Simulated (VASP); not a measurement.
# Te2Mo in VASP: a series of runs

Runs on Te2Mo. Level: PBE+D3(BJ). Tasks: single point.

Everything below comes from runs of VASP 6.6.1. Logs are shortened: lines on timing, memory, paths and dates and some standing lists are left out, and cuts for length are marked.

## 1. The cell of the first run

The cell holds a slab with vacuum, 6 atoms: a = 3.504 Å, b = 3.504 Å, c = 24.768 Å, α = 90.00°, β = 90.00°, γ = 120.00°.

## 2. Single point, PBE+D3(BJ)

INCAR reads:

```
  PREC = Accurate
  ENCUT = 520
  EDIFF = 1E-7
  ISMEAR = 0
  SIGMA = 0.05
  LREAL = False
  LASPH = True
  NELM = 100
  ALGO = Normal
  ISIF = 2
  LWAVE = False
  LCHARG = True
  LDIPOL = True
  IDIPOL = 3
  DIPOL = 0.5 0.5 0.392
  GGA = PE
  IVDW = 12
  LELF = True
  LVHAR = True
  LVACPOTAV = True
  NBANDS = 35
```

KPOINTS reads:

```
regular mesh
0
Gamma
  9 9 1
```

POSCAR reads:

```
Te2Mo
1.0
    3.5038816881      0.0000000000      0.0000000000
   -1.7519408440      3.0344505538      0.0000000000
    0.0000000000      0.0000000000     24.7677198395
Te Mo
4 2
Direct
    0.3333333333      0.6666666667      0.1816881017
    0.3333333333      0.6666666667      0.3284056818
    0.6666666667      0.6666666667      0.4547798503
    0.6666666667      0.6666666667      0.6014974304
    0.6666666667      0.3333333333      0.2550468917
    1.0000000000      0.3333333333      0.5281386403
```

Potentials or basis: VASP PAW PBE potentials, release 64 (Te, Mo_sv).

Run with:

```sh
$ cat potpaw_PBE.64/Te/POTCAR potpaw_PBE.64/Mo_sv/POTCAR > POTCAR
$ mpirun -np 1 vasp_std > vasp.out
```

OUTCAR:

```text
PREC = Accurate
   ENCUT = 520
   EDIFF = 1E-7
   ISMEAR = 0
   LREAL = False
   LASPH = True
   NELM = 100
   ISIF = 2
   GGA = PE
   IVDW = 12
 IVDW          = 12

 ion  position               nearest neighbor table
   1  0.333  0.667  0.182-   5 2.72   5 2.72   5 2.72   2 3.63
   2  0.333  0.667  0.328-   5 2.72   5 2.72   5 2.72   3 3.34   1 3.63
   3  0.667  0.667  0.455-   6 2.72   6 2.72   6 2.72   2 3.34   4 3.63
   4  0.667  0.667  0.601-   6 2.72   6 2.72   6 2.72   3 3.63
   5  0.667  0.333  0.255-   1 2.72   1 2.72   1 2.72   2 2.72   2 2.72   2 2.72
   6  0.000  0.333  0.528-   3 2.72   3 2.72   3 2.72   4 2.72   4 2.72   4 2.72

  LATTYP: Found a hexagonal cell.
 ALAT       =     3.5038816881
 C/A-ratio  =     7.0686518679

  Lattice vectors:

 A1 = (   3.5038816881,   0.0000000000,   0.0000000000)
 A2 = (  -1.7519408440,   3.0344505538,   0.0000000000)
 A3 = (   0.0000000000,   0.0000000000,  24.7677198395)

Analysis of symmetry for initial positions (statically):
=====================================================================
 Subroutine PRICEL returns:
 Original cell was already a primitive cell.

 Routine SETGRP: Setting up the symmetry group for a
 hexagonal supercell.

 Subroutine GETGRP returns: Found  2 space group operations
 (whereof  1 operations were pure point group operations)
 out of a pool of 24 trial point group operations.

The static configuration has the point symmetry C_1 .
 The point group associated with its full space group is C_2 .

Analysis of symmetry for dynamics (positions and initial velocities):
=====================================================================
 Subroutine PRICEL returns:
 Original cell was already a primitive cell.

 Routine SETGRP: Setting up the symmetry group for a
 hexagonal supercell.

 Subroutine GETGRP returns: Found  2 space group operations
 (whereof  1 operations were pure point group operations)
 out of a pool of 24 trial point group operations.

The dynamic configuration has the point symmetry C_1 .
 The point group associated with its full space group is C_2 .

 Subroutine INISYM returns: Found  2 space group operations
 (whereof  1 operations are pure point group operations),
 and found     1 'primitive' translations

----------------------------------------------------------------------------------------

                                     Primitive cell

  volume of cell :     263.3392

  direct lattice vectors                    reciprocal lattice vectors
     3.503881688  0.000000000  0.000000000     0.285397764  0.164774476  0.000000000
    -1.751940844  3.034450554  0.000000000     0.000000000  0.329548952  0.000000000
     0.000000000  0.000000000 24.767719839     0.000000000  0.000000000  0.040375134

  length of vectors
     3.503881688  3.503881688 24.767719839     0.329548952  0.329548952  0.040375134

  position of ions in fractional coordinates (direct lattice)
     0.333333333  0.666666667  0.181688102
     0.333333333  0.666666667  0.328405682
     0.666666667  0.666666667  0.454779850
     0.666666667  0.666666667  0.601497430
     0.666666667  0.333333333  0.255046892
     1.000000000  0.333333333  0.528138640

  ion indices of the primitive-cell ions
   primitive index   ion index
                 1           1
                 2           2
                 3           3
                 4           4
                 5           5
                 6           6

----------------------------------------------------------------------------------------

 KPOINTS: regular mesh

Automatic generation of k-mesh.
 Grid dimensions read from file:
 generate k-points for:    9    9    1

 Generating k-lattice:

  Cartesian coordinates                     Fractional coordinates (reciprocal lattice)
     0.031710863  0.018308275  0.000000000     0.111111111  0.000000000  0.000000000
     0.000000000  0.036616550  0.000000000     0.000000000  0.111111111  0.000000000
     0.000000000  0.000000000  0.040375134     0.000000000  0.000000000  1.000000000

  Length of vectors
     0.036616550  0.036616550  0.040375134

  Shift w.r.t. Gamma in fractional coordinates (k-lattice)
     0.000000000  0.000000000  0.000000000

 Subroutine IBZKPT returns following result:
 ===========================================

 Found     25 irreducible k-points:

 Following reciprocal coordinates:
            Coordinates               Weight
  0.000000  0.000000  0.000000      1.000000
  0.111111  0.000000  0.000000      4.000000
  0.000000  0.111111  0.000000      2.000000
  0.222222 -0.000000  0.000000      4.000000
  0.000000  0.222222  0.000000      2.000000
  0.333333  0.000000  0.000000      4.000000
[... 16 lines left out ...]
 -0.222222 -0.444444  0.000000      4.000000
  0.444444  0.333333  0.000000      4.000000
   k-points           NKPTS =     25   k-points in BZ     NKDIM =     25   number of bands    NBANDS=     35
   number of dos      NEDOS =    301   number of ions     NIONS =      6
   total plane-waves  NPLWV = 150528
   dimension x,y,z NGX =    28 NGY =   28 NGZ =  192
   dimension x,y,z NGXF=    56 NGYF=   56 NGZF=  384
   ions per type =               4   2
   NGX,Y,Z   is equivalent  to a cutoff of  13.28, 13.28, 12.89 a.u.
   NGXF,Y,Z  is equivalent  to a cutoff of  26.57, 26.57, 25.77 a.u.
 SYSTEM =  unknown system
   PREC   = accura    normal or accurate (medium, high low for compatibility)
   ISTART =      0    job   : 0-new  1-cont  2-samecut
   ICHARG =      2    charge: 1-file 2-atom 10-const
   ISPIN  =      1    spin polarized calculation?
   LNONCOLLINEAR =      F non collinear calculations
   LSORBIT =      F    spin-orbit coupling
   LASPH  =      T    aspherical Exc in radial PAW
   ENCUT  =  520.0 eV  38.22 Ry    6.18 a.u.   6.51  6.51 46.05*2*pi/ulx,y,z
   NELM   =    100;   NELMIN=  2; NELMDL= -5     # of ELM steps
   EDIFF  = 0.1E-06   stopping-criterion for ELM
   LREAL  =      F    real-space projection
   EDIFFG = 0.1E-05   stopping-criterion for IOM
   NSW    =      0    number of steps for IOM
   IBRION =     -1    ionic relax: 0-MD 1-quasi-New 2-CG
   NFREE  =      0    steps in history (QN), initial steepest desc. (CG)
   ISIF   =      2    stress and relaxation
   ISYM   =      2    0-nonsym 1-usesym 2-fastsym
   POTIM  = 0.5000    time-step for ionic-motion
   TEBEG  =    0.0;   TEEND  =   0.0 temperature during run
   PSTRESS=    0.0 pullay stress
   NELECT =      52.0000    total number of electrons
   NUPDOWN=      -1.0000    fix difference up-down
   EMIN   =  10.00;   EMAX   =-10.00  energy-range for DOS
   EFERMI =   0.00;   METHOD = LEGACY
   ISMEAR =     0;   SIGMA  =   0.05  broadening in eV -4-tet -1-fermi 0-gaus
   EFERMI_NEDOS =   21; number of points for ismear=-14 and -15
   IALGO  =     38    algorithm
   IMIX   =      4    mixing-type and parameters
     AMIX     =   0.40;   BMIX     =  1.00
     AMIX_MAG =   1.60;   BMIX_MAG =  1.00
  volume/ion in A,a.u.               =      43.89       296.18
  Fermi-wavevector in a.u.,A,eV,Ry     =   0.953317  1.801508 12.365161  0.908814
  Thomas-Fermi vector in A             =   2.081961
   LORBIT       =      0    0 simple, 1 ext, 2 COOP (PROOUT), +10 PAW based schemes
   GGA     = PE    functional components
   LHFCALC =     F    Hartree Fock is set to
   AEXX    =    0.0000 exact exchange contribution
   IVDW    =    12    specifies the selected vdW correction
   LEPSILON=     F    determine dielectric tensor
   LRPA    =     F    only Hartree local field effects (RPA)
 non-spin polarized calculation
 Gauss-broadening in eV      SIGMA  =   0.05
  energy-cutoff  :      520.00
  volume of cell :      263.34
 maximum number of plane-waves:      7173
 NGX is ok and might be reduce to    28
   NGX = 13   NGY = 13   NGZ = 93

 dipolmoment           0.000000      0.000000      0.000072 electrons x Angstroem

 number of electron      51.9999998 magnetization

 dipolmoment           0.000000      0.000000     -0.000001 electrons x Angstroem

 Free energy of the ion-electron system (eV)
  ---------------------------------------------------
  ext. energy  EPLUGINS =         0.00000000
  ---------------------------------------------------
  free energy    TOTEN  =       -35.75949431 eV

  energy without entropy =      -35.75949431  energy(sigma->0) =      -35.75949431

 E-fermi :   3.1436     XC(G=0):  -6.3322

 val. band max:        2.8099684928   @ k =   0.0000   0.0000   0.0000
 cond. band min:       3.5278699068   @ k =   0.2222   0.2222   0.0000
 fundamental gap:      0.7179014140
 Fermi energy:         3.1436331411

 k-point     1 :       0.0000    0.0000    0.0000
  band No.  band energies     occupation
      1     -58.1718      2.00000
      2     -58.1718      2.00000
      3     -32.3524      2.00000
      4     -32.3524      2.00000
      5     -32.2063      2.00000
      6     -32.2063      2.00000
[... 27 lines left out ...]
     34       6.0071      0.00000
     35       6.6872      0.00000

 k-point     2 :       0.1111    0.0000    0.0000
  band No.  band energies     occupation
      1     -58.1706      2.00000
      2     -58.1706      2.00000
      3     -32.3490      2.00000
      4     -32.3489      2.00000
      5     -32.2222      2.00000
      6     -32.2198      2.00000
[... 27 lines left out ...]
     34       5.8260      0.00000
     35       6.9257      0.00000

 k-point     3 :       0.0000    0.1111    0.0000
  band No.  band energies     occupation
      1     -58.1706      2.00000
      2     -58.1706      2.00000
      3     -32.3490      2.00000
      4     -32.3489      2.00000
      5     -32.2202      2.00000
      6     -32.2202      2.00000
[... 27 lines left out ...]
     34       5.8444      0.00000
     35       6.9213      0.00000

 k-point     4 :       0.2222   -0.0000    0.0000
  band No.  band energies     occupation
      1     -58.1675      2.00000
      2     -58.1675      2.00000
      3     -32.3405      2.00000
      4     -32.3402      2.00000
      5     -32.2623      2.00000
      6     -32.2595      2.00000
[... 27 lines left out ...]
     34       6.0566      0.00000
     35       7.4798      0.00000

 k-point     5 :       0.0000    0.2222    0.0000
  band No.  band energies     occupation
      1     -58.1675      2.00000
      2     -58.1675      2.00000
      3     -32.3403      2.00000
      4     -32.3403      2.00000
      5     -32.2601      2.00000
      6     -32.2601      2.00000
[... 638 lines left out ...]
 k-point    22 :       0.3333    0.2222    0.0000
  band No.  band energies     occupation
      1     -58.1608      2.00000
      2     -58.1608      2.00000
      3     -32.3275      2.00000
      4     -32.3232      2.00000
      5     -32.3190      2.00000
      6     -32.3113      2.00000
[... 27 lines left out ...]
     34       6.4755      0.00000
     35       7.2348      0.00000

 k-point    23 :      -0.2222   -0.4444    0.0000
  band No.  band energies     occupation
      1     -58.1608      2.00000
      2     -58.1608      2.00000
      3     -32.3257      2.00000
      4     -32.3238      2.00000
      5     -32.3171      2.00000
      6     -32.3137      2.00000
[... 27 lines left out ...]
     34       6.6878      0.00000
     35       6.8617      0.00000

 k-point    24 :       0.4444    0.3333    0.0000
  band No.  band energies     occupation
      1     -58.1608      2.00000
      2     -58.1608      2.00000
      3     -32.3276      2.00000
      4     -32.3257      2.00000
      5     -32.3163      2.00000
      6     -32.3123      2.00000
[... 27 lines left out ...]
     34       6.4321      0.00000
     35       7.2677      0.00000

 [... further k-points ...]

------------------------ aborting loop because EDIFF is reached ----------------------------------------

 Edisp (eV)   -2.86785

 E8    (eV) :    -1.3567

  FORCE on cell =-STRESS in cart. coord.  units (eV):
  Direction    XX          YY          ZZ          XY          YZ          ZX
  --------------------------------------------------------------------------------------
  -------------------------------------------------------------------------------------
  Total       0.48414    -0.20342     1.57771    -0.00000     0.00000     1.37226
  in kB       2.94553    -1.23760     9.59892    -0.00000     0.00000     8.34896
  external pressure =        3.77 kB  Pullay stress =        0.00 kB

 VOLUME and BASIS-vectors are now :
 -----------------------------------------------------------------------------
  energy-cutoff  :      520.00
  volume of cell :      263.34
      direct lattice vectors                 reciprocal lattice vectors
     3.503881688  0.000000000  0.000000000     0.285397764  0.164774476  0.000000000
    -1.751940844  3.034450554  0.000000000     0.000000000  0.329548952  0.000000000
     0.000000000  0.000000000 24.767719839     0.000000000  0.000000000  0.040375134

 POSITION                                       TOTAL-FORCE (eV/Angst)
 -----------------------------------------------------------------------------------
     -0.00000      2.02297      4.50000         0.006435     -0.010021      0.007736
     -0.00000      2.02297      8.13386        -0.300792      0.004759     -0.428925
      1.16796      2.02297     11.26386         0.300792      0.004759      0.428925
      1.16796      2.02297     14.89772        -0.006435     -0.010021     -0.007736
      1.75194      1.01148      6.31693        -0.073882      0.005262     -0.054415
     -0.58398      1.01148     13.08079         0.073882      0.005262      0.054415
 -----------------------------------------------------------------------------------
    total drift:                                0.000010     -0.000479     -0.000012

  FREE ENERGIE OF THE ION-ELECTRON SYSTEM (eV)
  ---------------------------------------------------
  free  energy   TOTEN  =       -38.6273446677 eV

  energy  without entropy=      -38.6273446677  energy(sigma->0) =      -38.62734467

 vacuum level on the upper side and lower side of the slab         7.323         7.323
```

Wall time 10 min (1 thread of AMD EPYC 7R13, shared host); peak memory 0.45 GiB.

What came out:

```yaml
Free_energy: -38.6273 eV
Largest_force: 0.524 eV/Å
Band_gap_on_the_k_mesh: 0.72 eV, indirect (least direct gap 1.13 eV)
Dispersion_energy_per_atom: -0.478 eV
```

Forces on the atoms (eV/Å):
```
Te   0.006 -0.010  0.008
Te  -0.301  0.005 -0.429
Te   0.301  0.005  0.429
Te  -0.006 -0.010 -0.008
Mo  -0.074  0.005 -0.054
Mo   0.074  0.005  0.054
```

Caveat: spin-orbit coupling is left out, which moves the levels of the heavy elements.

## 3. Single point, PBE+D3(BJ)

INCAR reads:

```
SYSTEM = Te2Mo
  PREC = Accurate
  ENCUT = 520
  EDIFF = 1E-6
  ISMEAR = 0
  SIGMA = 0.05
  LREAL = .FALSE.
  LASPH = .TRUE.
  NELM = 100
  ALGO = Normal
  ISIF = 2
  LWAVE = .FALSE.
  LCHARG = .FALSE.
  LDIPOL = .TRUE.
  IDIPOL = 3
  DIPOL = 0.5 0.5 0.416
  GGA = PE
  IVDW = 12
  NBANDS = 35
```

KPOINTS reads:

```
regular mesh
0
G
  9 9 1
  0 0 0
```

POSCAR reads:

```
Te2Mo
1.0
    3.5038816881      0.0000000000      0.0000000000
   -1.7519408440      3.0344505538      0.0000000000
    0.0000000000      0.0000000000     24.7677198395
Te Mo
4 2
Direct
    0.3333333333      0.6666666667      0.1816881017
    0.3333333333      0.6666666667      0.3284056818
    0.5000000000      0.6666666667      0.5032300107
    0.5000000000      0.6666666667      0.6499475908
    0.6666666667      0.3333333333      0.2550468917
    0.8333333333      0.3333333333      0.5765888008
```

Potentials or basis: VASP PAW PBE potentials, release 64 (Te, Mo_sv).

Run with:

```sh
$ cat potpaw_PBE.64/Te/POTCAR potpaw_PBE.64/Mo_sv/POTCAR > POTCAR
$ mpirun -np 1 vasp_std > vasp.out
```

Wall time 3.1 min (1 thread of Intel Xeon 6975P-C (Granite Rapids), shared host); peak memory 0.48 GiB.

The run converged. Its results:

- Free energy: -38.6484 eV
- Largest force: 0.090 eV/Å
- Band gap on the k mesh: 1.17 eV, direct
- Dispersion energy per atom: -0.440 eV

Forces in eV/Å, atoms in the order of the input:
```
Te   0.000  0.000 -0.006
Te  -0.011  0.000  0.090
Te   0.011  0.000 -0.090
Te   0.000  0.000  0.006
Mo  -0.004  0.000  0.012
Mo   0.004  0.000 -0.012
```

Levels at points of the mesh, in eV from the valence-band top:
```csv
k point,band 24,band 25,band 26,band 27,band 28,band 29
"(0.00, 0.00, 0.00)",-0.83,-0.69,-0.40,3.18,3.18,3.20
```

Caveat: spin-orbit coupling is left out, which moves the levels of the heavy elements.
